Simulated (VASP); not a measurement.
Runs of VASP 6.6.1 on BiPt. The structure is that of space group P6_3/mmc (No. 194), or close to it. The cells are those of the table. 

| cell | gap on the mesh (eV) | pressure (GPa) |
| --- | --- | --- |
| a = 4.344, b = 4.344, c = 5.526 Å, angles 90.0, 90.0, 120.0°, 4 atoms | none | (b) |
| a = 4.257, b = 4.257, c = 5.416 Å, angles 90.0, 90.0, 120.0°, 4 atoms | none | 6.1 |
| a = 4.286, b = 4.286, c = 5.453 Å, angles 90.0, 90.0, 120.0°, 4 atoms | none | 2.9 |
| a = 4.301, b = 4.301, c = 5.472 Å, angles 90.0, 90.0, 120.0°, 4 atoms | none | 1.5 |
| a = 4.372, b = 4.372, c = 5.562 Å, angles 90.0, 90.0, 120.0°, 4 atoms | none | (a) |

Alike in all rows: task electric field gradients; level LDA; potentials or basis VASP PAW LDA potentials, release 64 (Bi_d, Pt); no spin polarisation; k mesh 9 × 9 × 6; cutoff (eV) 520; smearing fermi-dirac 0.05 eV.

Estimate the missing entries.

(a) -4.6; (b) -2.4.

Caveats: spin-orbit coupling is left out, which moves the levels of the heavy elements; the cell stands under pressure (at least some runs); the cell stands under tension (at least some runs).

A k mesh can miss the band edges, and the runs leave out spin-orbit coupling on Bi, Pt.

A gap of «none» marks levels without a gap at the run's occupations.
